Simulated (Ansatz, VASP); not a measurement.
## Ca in VASP and in Ansatz

```xyz
6
Lattice="7.2973 0.0000 0.0000 -3.6487 6.3197 0.0000 0.0000 0.0000 6.1664" Properties=species:S:1:pos:R:3 pbc="T T T"
Ca    1.4951    3.3499    1.5416
Ca    0.0000    5.9396    1.5416
Ca   -1.4951    3.3499    1.5416
Ca    2.1535    2.9698    4.6248
Ca    3.6487    0.3801    4.6248
Ca    5.1438    2.9698    4.6248
```

Alike in both runs: task single point; functional PBE; k mesh 3 × 3 × 4; occupations gaussian, width 0.1 eV; no spin polarisation.

```csv
,VASP,Ansatz
version,VASP 6.6.1,Ansatz 0.2.0
potentials or method,"VASP PAW PBE potentials, release 64 (Ca_sv), cutoff 520 eV","scalar-relativistic, plane waves, PAW"
valence electrons in the cell,60,60
```

Ansatz gave:

| Property | Result |
| --- | --- |
| gap on the k mesh at the Fermi level (eV) | none |
| pressure (GPa) | 4.0 |
| traceless stress, the component that is largest in VASP (GPa) | 2.15 |
| rms of the force components (eV/Å) | 1.443 |

Estimate VASP's values.

gap on the k mesh at the Fermi level (eV): none; pressure (GPa): 4.1; traceless stress, the component that is largest in VASP (GPa): 2.14; rms of the force components (eV/Å): 1.448.

Atom by atom the forces differ by 0.005 eV/Å (rms over components). A gap of «none» marks a metal or a gap that the smearing closes.
